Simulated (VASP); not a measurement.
Wanted: the native input for a VASP 6.6.1 run.

```
Task                   : single point
Functional             : PBE
Potentials or basis    : VASP PAW PBE potentials, release 64 (Cd, S)
Cutoff                 : 520 eV
k mesh                 : 4 × 4 × 4
Occupations            : gaussian, width 0.01 eV
Spin                   : no spin polarisation
Dipole correction      : no
Further INCAR settings : ALGO = Normal; EDIFF = 1e-06; NBANDS = 16
```

The structure of CdS (Hawleyite) lies in POSCAR:

```
CdS
1.0
    0.0000000000      2.9165000000      2.9165000000
    2.9165000000      0.0000000000      2.9165000000
    2.9165000000      2.9165000000      0.0000000000
Cd S
1 1
Direct
    0.0098400000      0.9944900000      0.9972900000
    0.2343669861      0.2597230139      0.2570669861
```

The input as run:

INCAR

```
SYSTEM = CdS
ALGO = Normal ; EDIFF = 1E-6
ENCUT = 520 ; GGA = PE
ISIF = 2 ; ISMEAR = 0
LASPH = .True. ; LCHARG = .False.
LREAL = .False. ; LWAVE = .False.
NBANDS = 16 ; NELM = 80
PREC = Accurate ; SIGMA = 0.01
```

KPOINTS

```
k-points
0
Gamma
  4 4 4
  0 0 0
```

Potentials or basis: VASP PAW PBE potentials, release 64 (Cd, S).

Command:

```sh
$ cat potpaw_PBE.64/Cd/POTCAR potpaw_PBE.64/S/POTCAR > POTCAR
$ mpirun -np 1 vasp_std > vasp.out
```

Results of the run:

```yaml
Pressure: 3.6 GPa
Largest_force: 0.420 eV/Å
Band_gap_on_the_k_mesh: 1.13 eV, direct
```

Caveat: the k points lie up to 0.47 Å⁻¹ apart.

It took 47 s on 1 thread of AMD EPYC 7R13 Processor (Zen 3), on a shared host, peak memory 0.15 GiB.
